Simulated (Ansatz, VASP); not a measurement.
Sc: VASP beside Ansatz

```xyz
2
Lattice="3.3307 0.0000 0.0000 -1.6654 2.8845 0.0000 0.0000 0.0000 5.3029" Properties=species:S:1:pos:R:3 pbc="T T T"
Sc    0.0000    1.9230    1.3257
Sc    1.6654    0.9615    3.9772
```

Change from the starting cell: volume scaled by 1.02, crystal datasets.

Alike in both runs: task electric field gradients; functional LDA; k mesh 13 × 13 × 7; occupations fermi-dirac, width 0.03 eV; no spin polarisation.

|  | VASP | Ansatz |
| --- | --- | --- |
| version | VASP 6.6.1 | Ansatz 0.2.0 |
| potentials or method | VASP PAW LDA potentials, release 64 (Sc_sv), cutoff 520 eV | all-electron PAW with datasets made for the crystal, scalar-relativistic |

VASP gave:

* pressure (GPa): -6.1
* traceless stress, the component that is largest in VASP (GPa): -1.15
* size of Vzz on the site where it differs most (V/Å²): 9.1

Q: Estimate Ansatz's values.

A: Pressure (GPa): -6.1; traceless stress, the component that is largest in VASP (GPa): -1.15; size of Vzz on the site where it differs most (V/Å²): 8.3.

LDA's correlation is that of Perdew and Zunger in VASP and of Perdew and Wang (1992) in Ansatz. Ansatz ran all-electron here, and VASP with PAW potentials.
